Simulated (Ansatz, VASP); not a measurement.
**One calculation of PtS2, two programs**

```
CELL_PARAMETERS angstrom
3.57338 0.00000 0.00000
-1.78669 3.09464 0.00000
0.00000 0.00000 4.73711
ATOMIC_POSITIONS crystal
Pt 0.00000 0.00000 0.00000
S 0.33333 0.66667 0.25246
S 0.66667 0.33333 0.74754
```

Change from the starting cell: unstrained.

Alike in both runs: task single point; functional PBEsol; k mesh 10 × 10 × 6; no spin polarisation.

|  | VASP | Ansatz |
| --- | --- | --- |
| version | VASP 6.6.1 | Ansatz 0.2.0 |
| potentials or method | VASP PAW PBE potentials, release 64 (Pt, S), cutoff 520 eV | all-electron LAPW, scalar-relativistic |
| occupations | gaussian, width 0.01 eV | fixed |

VASP gave:

```
gap on the k mesh at the Fermi level (eV)                     : 0.17
pressure (GPa)                                                : -0.3
traceless stress, the component that is largest in VASP (GPa) : 0.19
rms of the force components (eV/Å)                            : 0.016
```

Task: Which values does Ansatz return?

Result: gap on the k mesh at the Fermi level (eV): 0.17; pressure (GPa): 0.0; traceless stress, the component that is largest in VASP (GPa): 0.06; rms of the force components (eV/Å): 0.005.

VASP's potentials were made for PBE, not for PBEsol. Atom by atom the forces differ by 0.011 eV/Å (rms over components). Ansatz ran all-electron here, and VASP with PAW potentials. Ansatz's warnings: metallic iterate.

Spin-orbit coupling is off throughout.
